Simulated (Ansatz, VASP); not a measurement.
One calculation of TaN, two programs

```
Ta N
1.0
     2.73231    0.00000    0.00000
     0.00000    2.73231    0.00000
     0.00000    0.00000    2.73231
Ta N
1 1
Direct
  0.00000 0.00000 0.00000
  0.50000 0.50000 0.50000
```

Alike in both runs: task single point; functional PBEsol; k mesh 7 × 7 × 7; occupations gaussian, width 0.05 eV; collinear spin; Hubbard terms Ta d U = 4.0 eV.

```csv
,VASP,Ansatz
version,VASP 6.6.1,Ansatz 0.2.0
potentials or method,"VASP PAW PBE potentials, release 64 (Ta_pv, N), cutoff 520 eV","all-electron LAPW, scalar-relativistic"
```

```csv
,VASP,Ansatz,Ansatz less VASP
gap on the k mesh at the Fermi level (eV),none,none,-
pressure (GPa),10.8,2.9,-7.91
net moment per atom (μB),0.11,0.11,0.000
size of the moment on the site where the two differ most (μB),0.18,0.19,+0.012
```

VASP's potentials were made for PBE, not for PBEsol. Site moments also hang on the region over which each program counts them. The programs project onto different local orbitals, so the same U acts differently, and such runs can settle in different states. A gap of «none» marks a metal or a gap that the smearing closes. Ansatz ran all-electron here, and VASP with PAW potentials.

Neither program's run includes spin-orbit coupling. Noted on Ansatz's run: the k mesh is thin for a metal, which can move the energy by tens of meV per atom; U is the effective U less J, on atomic orbitals that reach past the spheres.
